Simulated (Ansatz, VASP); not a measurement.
## One calculation of Al, two programs

```
CELL_PARAMETERS angstrom
-1.51608 1.51608 1.60644
1.51608 -1.51608 1.60644
1.69680 1.69680 -1.60644
ATOMIC_POSITIONS crystal
Al 0.00000 0.00000 0.00000
```

Change from the starting cell: strain +0.1125 x Voigt [0, 0, 0, 0, 0, 1], atoms carried along.

Alike in both runs: task single point; functional PBEsol; k mesh 26 × 26 × 26; occupations gaussian, width 0.15 eV; no spin polarisation.

|  | VASP | Ansatz |
| --- | --- | --- |
| version | VASP 6.6.1 | Ansatz 0.2.0 |
| potentials or method | VASP PAW PBE potentials, release 64 (Al), cutoff 520 eV | scalar-relativistic, plane waves, PAW |
| valence electrons in the cell | 3 | 3 |

```tsv
	VASP	Ansatz	Ansatz less VASP
gap on the k mesh at the Fermi level (eV)	none	none	-
pressure (GPa)	1.3	1.2	-0.07
traceless stress, the component that is largest in VASP (GPa)	-5.20	-5.16	+0.038
```

VASP's potentials were made for PBE, not for PBEsol. A gap of «none» marks a metal or a gap that the smearing closes. The functional is the same, so the differences come from potentials, cutoffs and numerics.
